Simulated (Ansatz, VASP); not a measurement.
CdS: VASP beside Ansatz

```
Cd S
1.0
     0.00000    2.69752    2.69752
     2.69752    0.00000    2.69752
     2.69752    2.69752    0.00000
Cd S
1 1
Direct
  0.00000 0.00000 0.00000
  0.50000 0.50000 0.50000
```

Change from the starting cell: volume scaled by 0.9405, crystal datasets.

Alike in both runs: task electric field gradients; functional r2SCAN; k mesh 9 × 9 × 9; occupations fermi-dirac, width 0.02 eV; no spin polarisation.

|  | VASP | Ansatz |
| --- | --- | --- |
| version | VASP 6.6.1 | Ansatz 0.2.0 |
| potentials or method | VASP PAW PBE potentials, release 64 (Cd, S), cutoff 520 eV | all-electron PAW with datasets made for the crystal, scalar-relativistic |

VASP gave:

| Property | Result |
| --- | --- |
| gap on the k mesh at the Fermi level (eV) | 0.89 |
| pressure (GPa) | 3.4 |

Problem. What did Ansatz give for the same quantities?

Solution. gap on the k mesh at the Fermi level (eV): 0.92; pressure (GPa): 2.9.

VASP's potentials were made for PBE, not for r2SCAN. Ansatz ran all-electron here, and VASP with PAW potentials.
